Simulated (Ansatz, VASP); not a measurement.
TiAl: VASP beside Ansatz

File INCAR:

```
ALGO = Normal ; EDIFF = 1E-7
ENCUT = 520 ; GGA = PE
ISIF = 2 ; ISMEAR = 0
LASPH = True ; LCHARG = False
LREAL = False ; LWAVE = False
NBANDS = 14 ; NELM = 80
PREC = Accurate ; SIGMA = 0.15
```

File KPOINTS:

```
k-points
0
Gamma
  18 18 10
```

Contents of POSCAR:

```
TiAl
1.0
    3.0250000000      0.0000000000      0.0000000000
   -1.5125000000      2.6197268464      0.0000000000
    0.0000000000      0.0000000000      4.6484095146
Ti Al
1 1
Direct
    0.0000000000      0.0000000000      0.0000000000
    0.3333333333      0.6666666667      0.5000000000
```

Input for Ansatz:

```yaml
crystal:
  lattice:
    - [3.025, 0.0, 0.0]
    - [-1.5125, 2.6197268464, 0.0]
    - [0.0, 0.0, 4.6484095146]
  atoms:
    - { symbol: Ti, position: [0.0, 0.0, 0.0] }
    - { symbol: Al, position: [0.3333333333, 0.6666666667, 0.5] }
basis:
  ecutwfc: 520.0
kpoints:
  mp_grid: { grid: [18, 18, 10] }
hamiltonian:
  xc: pbe
  pseudopotentials: { kind: paw, azcp: { folder: soft_1 } }
scf:
  occupations: { method: gaussian, width: 0.15 }
output:
  forces: true
  stress: true
  eigenvalues: true
```

Alike in both runs: task single point; functional PBE; k mesh 18 × 18 × 10; occupations gaussian, width 0.15 eV; no spin polarisation.

|  | VASP | Ansatz |
| --- | --- | --- |
| version | VASP 6.6.1 | Ansatz 0.2.0 |
| potentials or method | VASP PAW PBE potentials, release 64 (Ti_sv, Al), cutoff 520 eV | scalar-relativistic, plane waves, PAW |
| valence electrons in the cell | 15 | 15 |

Ansatz gave:

```
gap on the k mesh at the Fermi level (eV)                     : none
pressure (GPa)                                                : -8.0
traceless stress, the component that is largest in VASP (GPa) : 2.22
```

Problem. Which values does VASP return?

Solution. gap on the k mesh at the Fermi level (eV): none; pressure (GPa): -8.0; traceless stress, the component that is largest in VASP (GPa): 2.24.

A gap of «none» marks a metal or a gap that the smearing closes. With one functional, cell and mesh, what is left measures potentials, basis and numerics.
